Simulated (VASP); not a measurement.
# Sn5B2Rh6 in VASP: notebook, part 2 of 2

VASP 6.6.1. The steps go on from the part before.

### Step 3. Single point, PBE+U

Input file INCAR:

```
SYSTEM = Sn5B2Rh6
PREC = Accurate ; ENCUT = 520
EDIFF = 1E-6 ; ISMEAR = 1
SIGMA = 0.15 ; LREAL = .FALSE.
LASPH = .TRUE. ; NELM = 150
ALGO = Normal ; ISIF = 2
LWAVE = .FALSE. ; LCHARG = .TRUE.
LMAXMIX = 4 ; LDAU = .TRUE.
LDAUTYPE = 2 ; LDAUL = -1 -1 2
LDAUU = 0 0 2 ; LDAUJ = 0 0 0
LDAUPRINT = 1 ; GGA = PE
LELF = .TRUE. ; LVHAR = .TRUE.
NBANDS = 95
```

Input file KPOINTS:

```
Automatic mesh
0
G
  3 3 3
  0 0 0
```

Input file POSCAR:

```
Sn5B2Rh6
1.0
    5.8811920000     -2.1297870000     -0.3065080000
   -0.6424070000      6.9718060000      0.2392750000
    0.8075870000     -0.8198910000      5.7351910000
B Sn Rh
2 5 6
Direct
    0.1848908808      0.5158766151      0.6733181435
    0.3658052494      0.4221076956      0.9108963270
    0.6068894406      0.4327143263      0.2466438778
    0.6254137068      0.0898538210      0.6894336268
    0.8771642755      0.8902913596      0.0535346430
    0.1075087444      0.7134953933      0.3458932196
    0.5458018382      0.0481269680      0.1684433961
    0.5184159808      0.7244133831      0.4367397063
    0.6765257797      0.4953004977      0.7932922438
    1.0286300876      0.3354043644      0.9512437287
    0.0296304398      0.9981564486      0.6386709846
    0.2465934954      0.7725131444      0.8683351255
    0.0177608309      0.3348843004      0.4413545069
```

Potentials or basis: VASP PAW PBE potentials, release 64 (B, Sn_d, Rh_pv).

Run with:

```sh
$ cat potpaw_PBE.64/B/POTCAR potpaw_PBE.64/Sn_d/POTCAR potpaw_PBE.64/Rh_pv/POTCAR > POTCAR
$ mpirun -np 1 vasp_std > vasp.out
```

OUTCAR:

```text
SYSTEM = Sn5B2Rh6
   PREC = Accurate
   ENCUT = 520
   EDIFF = 1E-6
   ISMEAR = 1
   LREAL = .FALSE.
   LASPH = .TRUE.
   NELM = 150
   ISIF = 2
   GGA = PE

 ion  position               nearest neighbor table
   1  0.185  0.516  0.673-  13 1.84  12 1.93  10 2.05   8 2.35   6 2.69
   2  0.366  0.422  0.911-   9 1.85  10 1.92   3 2.60
   3  0.607  0.433  0.247-   8 2.45   7 2.55   2 2.60   9 2.69   6 3.00   5 3.19   9 3.24  10 3.24
                            13 3.29  13 3.51
   4  0.625  0.090  0.689-  12 2.66   8 2.66  13 2.68   9 2.72   7 2.81  11 2.84  10 2.89   7 3.11
                             5 3.53  11 3.55
   5  0.877  0.890  0.054-  11 2.57   7 2.72  12 2.82   9 2.84   8 2.92  10 2.96   6 3.03   3 3.19
                            13 3.48   4 3.53
   6  0.108  0.713  0.346-  13 2.58  11 2.64   8 2.66   1 2.69  12 2.84   7 2.91   3 3.00   5 3.03
                            10 3.21  12 3.22   9 3.47
   7  0.546  0.048  0.168-   3 2.55  12 2.70   5 2.72   4 2.81   8 2.84   6 2.91  10 3.04   4 3.11
                            13 3.27
   8  0.518  0.724  0.437-   1 2.35   3 2.45   4 2.66   6 2.66   7 2.84   5 2.92  12 2.93  13 3.16
                            11 3.24   9 3.25
   9  0.677  0.495  0.793-   2 1.85   3 2.69   4 2.72   5 2.84  10 3.14  13 3.23   3 3.24   8 3.25
                            12 3.32   6 3.47
  10  0.029  0.335  0.951-   2 1.92   1 2.05  11 2.81  12 2.84  13 2.86   4 2.89   5 2.96  13 2.99
                             7 3.04   9 3.14   6 3.21   3 3.24
  11  0.030  0.998  0.639-   5 2.57   6 2.64  13 2.78  10 2.81   4 2.84  12 2.99   8 3.24   4 3.55

  12  0.247  0.773  0.868-   1 1.93   4 2.66   7 2.70   5 2.82   6 2.84  10 2.84   8 2.93  11 2.99
                             6 3.22   9 3.32
  13  0.018  0.335  0.441-   1 1.84   6 2.58   4 2.68  11 2.78  10 2.86  10 2.99   8 3.16   9 3.23
                             7 3.27   3 3.29   5 3.48   3 3.51

  LATTYP: Found a triclinic cell.
 ALAT       =     7.0054277657
 B/A-ratio  =     1.0183590392
 C/A-ratio  =     0.8349976456
 COS(alpha) =     0.0029893408
 COS(beta)  =     0.1186634300
 COS(gamma) =     0.6078014626

  Lattice vectors:

 A1 = (  -0.6424070000,   6.9718060000,   0.2392750000)
 A2 = (   5.2387850000,   4.8420190000,  -0.0672330000)
 A3 = (  -0.8075870000,   0.8198910000,  -5.7351910000)

Analysis of symmetry for initial positions (statically):
=====================================================================
 Subroutine PRICEL returns:
 Original cell was already a primitive cell.

 Routine SETGRP: Setting up the symmetry group for a
 triclinic supercell.

 Subroutine GETGRP returns: Found  1 space group operations
 (whereof  1 operations were pure point group operations)
 out of a pool of  2 trial point group operations.

The static configuration has the point symmetry C_1 .

Analysis of symmetry for dynamics (positions and initial velocities):
=====================================================================
[... 144 lines left out ...]
  Thomas-Fermi vector in A             =   2.584691
   LORBIT       =      0    0 simple, 1 ext, 2 COOP (PROOUT), +10 PAW based schemes
 LDA+U is selected, type is set to LDAUTYPE =  2
   angular momentum for each species LDAUL =    -1   -1    2
   U (eV)           for each species LDAUU =   0.0  0.0  2.0
   J (eV)           for each species LDAUJ =   0.0  0.0  0.0
   GGA     = PE    functional components
   LHFCALC =     F    Hartree Fock is set to
   AEXX    =    0.0000 exact exchange contribution
   IVDW    =     0    specifies the selected vdW correction
   LEPSILON=     F    determine dielectric tensor
   LRPA    =     F    only Hartree local field effects (RPA)
 non-spin polarized calculation
 Methfessel and Paxton  Order N= 1 SIGMA  =   0.15
  energy-cutoff  :      520.00
  volume of cell :      229.62
 maximum number of plane-waves:      6194
 NGX is ok and might be reduce to    48
   NGX = 23   NGY = 27   NGZ = 21

atom =   8  type =  3  l = 2

 onsite density matrix

spin component  1
[... 182 lines left out ...]
  o =  0.6911  v =  0.3613  0.2273 -0.8055 -0.2893  0.2921  0.0000  0.0000  0.0000  0.0000  0.0000      0.0000  0.0000  0.0000  0.0000  0.0000  0.0000  0.0000  0.0000  0.0000  0.0000
  o =  0.6911  v =  0.0000  0.0000  0.0000  0.0000  0.0000  0.3613  0.2273 -0.8055 -0.2893  0.2921      0.0000  0.0000  0.0000  0.0000  0.0000  0.0000  0.0000  0.0000  0.0000  0.0000
  o =  0.7455  v = -0.3241 -0.5185 -0.4215 -0.2613 -0.6166  0.0000  0.0000  0.0000  0.0000  0.0000      0.0000  0.0000  0.0000  0.0000  0.0000  0.0000  0.0000  0.0000  0.0000  0.0000
  o =  0.7455  v =  0.0000  0.0000  0.0000  0.0000  0.0000 -0.3241 -0.5185 -0.4215 -0.2613 -0.6166      0.0000  0.0000  0.0000  0.0000  0.0000  0.0000  0.0000  0.0000  0.0000  0.0000
  o =  0.7567  v = -0.0823 -0.5725  0.2036 -0.5112  0.6022  0.0000  0.0000  0.0000  0.0000  0.0000      0.0000  0.0000  0.0000  0.0000  0.0000  0.0000  0.0000  0.0000  0.0000  0.0000
  o =  0.7567  v =  0.0000  0.0000  0.0000  0.0000  0.0000 -0.0823 -0.5725  0.2036 -0.5112  0.6022      0.0000  0.0000  0.0000  0.0000  0.0000  0.0000  0.0000  0.0000  0.0000  0.0000
  o =  0.7777  v =  0.0000  0.0000  0.0000  0.0000  0.0000  0.1790 -0.5447 -0.2588  0.7439  0.2256      0.0000  0.0000  0.0000  0.0000  0.0000  0.0000  0.0000  0.0000  0.0000  0.0000
  o =  0.7777  v =  0.1790 -0.5447 -0.2588  0.7439  0.2256  0.0000  0.0000  0.0000  0.0000  0.0000      0.0000  0.0000  0.0000  0.0000  0.0000  0.0000  0.0000  0.0000  0.0000  0.0000
  o =  0.8101  v = -0.8518  0.2346 -0.2552  0.1824  0.3478  0.0000  0.0000  0.0000  0.0000  0.0000      0.0000  0.0000  0.0000  0.0000  0.0000  0.0000  0.0000  0.0000  0.0000  0.0000
  o =  0.8101  v =  0.0000  0.0000  0.0000  0.0000  0.0000 -0.8518  0.2346 -0.2552  0.1824  0.3478      0.0000  0.0000  0.0000  0.0000  0.0000  0.0000  0.0000  0.0000  0.0000  0.0000

 number of electron     166.0000000 magnetization

 Free energy of the ion-electron system (eV)
  ---------------------------------------------------
  ext. energy  EPLUGINS =         0.00000000
  ---------------------------------------------------
  free energy    TOTEN  =       -62.62425199 eV

  energy without entropy =      -62.63324901  energy(sigma->0) =      -62.62725100

 E-fermi :   9.0920     XC(G=0): -11.7503

 val. band max:        9.0743366983   @ k =   0.3333  -0.0000   0.3333
 cond. band min:       9.1361090457   @ k =   0.0000  -0.3333   0.3333
 fundamental gap:      0.0617723474
 Fermi energy:         9.0920337439

 k-point     1 :       0.0000    0.0000    0.0000
  band No.  band energies     occupation
      1     -37.2351      2.00000
      2     -37.0160      2.00000
      3     -36.9407      2.00000
      4     -36.8580      2.00000
      5     -36.8247      2.00000
      6     -36.7076      2.00000
[... 1361 lines left out ...]
     94      12.7705      0.00000
     95      13.1429      0.00000

------------------------ aborting loop because EDIFF is reached ----------------------------------------

  FORCE on cell =-STRESS in cart. coord.  units (eV):
  Direction    XX          YY          ZZ          XY          YZ          ZX
  --------------------------------------------------------------------------------------
  -------------------------------------------------------------------------------------
  Total        2.6867612     13.1021198      6.1466730      0.8028137      3.5146636      2.0020701
  in kB       18.7471632     91.4214385     42.8890663      5.6017182     24.5239399     13.9696580
  external PRESSURE =      51.0192227 kB  Pullay stress =       0.0000000 kB

 VOLUME and BASIS-vectors are now :
 -----------------------------------------------------------------------------
  energy-cutoff  :      520.00
  volume of cell :      229.62
      direct lattice vectors                 reciprocal lattice vectors
     5.881192000 -2.129787000 -0.306508000     0.174990584  0.016887085 -0.022226732
    -0.642407000  6.971806000  0.239275000     0.054290565  0.147973742  0.013509225
     0.807587000 -0.819891000  5.735191000     0.007087059 -0.005271035  0.172610626

 POSITION                                       TOTAL-FORCE (eV/Angst)
 -----------------------------------------------------------------------------------
      1.29974      2.65077      3.92837         1.843922      0.295626      0.444967
      2.61583      1.41693      5.21304        -1.004006      0.153336     -0.718023
      3.49044      1.52203      1.33207        -0.113159      0.475725      0.368601
      4.17723     -1.27081      3.78384         0.104695      0.303550     -0.666612
      4.63008      4.29487      0.25120         1.331892     -0.693622     -0.364686
      0.45326      4.46179      2.12153        -0.174840      0.158890      0.299954
      3.31508     -0.96501      0.81028        -0.634962     -1.599254      0.815838
      2.93624      3.58827      2.51922        -0.103435      1.041376      1.335194
      4.30125      1.36187      4.46083         1.007247      0.203685     -0.614945
      0.72112      1.49748      5.52704        -0.466086      0.201209      0.536501
      0.04882      6.37221      3.89265        -0.262561     -0.153872     -0.583550
      1.65525      4.14868      5.08933        -0.485145      0.863522      0.656210
      0.24575      1.93506      2.60594        -1.043561     -1.250171     -1.509449
 -----------------------------------------------------------------------------------
    total drift:                               -0.000661     -0.000121     -0.000453

  FREE ENERGIE OF THE ION-ELECTRON SYSTEM (eV)
  ---------------------------------------------------
  free  energy   TOTEN  =       -62.6242519886 eV

  energy  without entropy=      -62.6332490093  energy(sigma->0) =      -62.62725100
```

Run time: 12 min. Hardware: 1 thread of AMD EPYC 7R43 (Zen 3), shared host; peak memory 0.43 GiB.

What came out:

| Item | Value |
| --- | --- |
| Free energy | -62.6243 eV |
| Pressure | 5.1 GPa |
| Largest force | 2.220 eV/Å |
| Band gap on the k mesh | zero (band 83 reaches 9.17 eV, above the bottom of band 84 at 8.88 eV) |

Forces in eV/Å, atoms in the order of the input:
```
B    1.844  0.296  0.445
B   -1.004  0.153 -0.718
Sn  -0.113  0.476  0.369
Sn   0.105  0.304 -0.667
Sn   1.332 -0.694 -0.365
Sn  -0.175  0.159  0.300
Sn  -0.635 -1.599  0.816
Rh  -0.103  1.041  1.335
Rh   1.007  0.204 -0.615
Rh  -0.466  0.201  0.537
Rh  -0.263 -0.154 -0.584
Rh  -0.485  0.864  0.656
Rh  -1.044 -1.250 -1.509
```

Levels at points of the mesh, in eV from the Fermi level:
| k point | band 80 | band 81 | band 82 | band 83 | band 84 | band 85 | band 86 | band 87 |
| --- | --- | --- | --- | --- | --- | --- | --- | --- |
| (0.00, 0.00, 0.00) | -0.78 | -0.66 | -0.48 | -0.36 | 0.05 | 0.34 | 0.53 | 1.03 |

Eigenvalues of the final occupation matrices:
| site | spin | trace | eigenvalues |
| --- | --- | --- | --- |
| site 8 d | 1 | 3.75 | 0.70 0.71 0.75 0.77 0.82 |
| site 8 d | 2 | 3.75 | 0.70 0.71 0.75 0.77 0.82 |
| site 9 d | 1 | 3.76 | 0.70 0.72 0.76 0.77 0.80 |
| site 9 d | 2 | 3.76 | 0.70 0.72 0.76 0.77 0.80 |
| site 10 d | 1 | 3.74 | 0.70 0.72 0.75 0.78 0.80 |
| site 10 d | 2 | 3.74 | 0.70 0.72 0.75 0.78 0.80 |
| site 11 d | 1 | 3.73 | 0.65 0.73 0.75 0.80 0.80 |
| site 11 d | 2 | 3.73 | 0.65 0.73 0.75 0.80 0.80 |
| site 12 d | 1 | 3.76 | 0.70 0.73 0.76 0.78 0.79 |
| site 12 d | 2 | 3.76 | 0.70 0.73 0.76 0.78 0.79 |
| site 13 d | 1 | 3.78 | 0.69 0.75 0.76 0.78 0.81 |
| site 13 d | 2 | 3.78 | 0.69 0.75 0.76 0.78 0.81 |

Caveat: the k points lie up to 0.37 Å⁻¹ apart; spin-orbit coupling is left out, which moves the levels of the heavy elements; U without spin polarisation on a metal has little footing; the U is typed as a test and isn't derived for this compound.
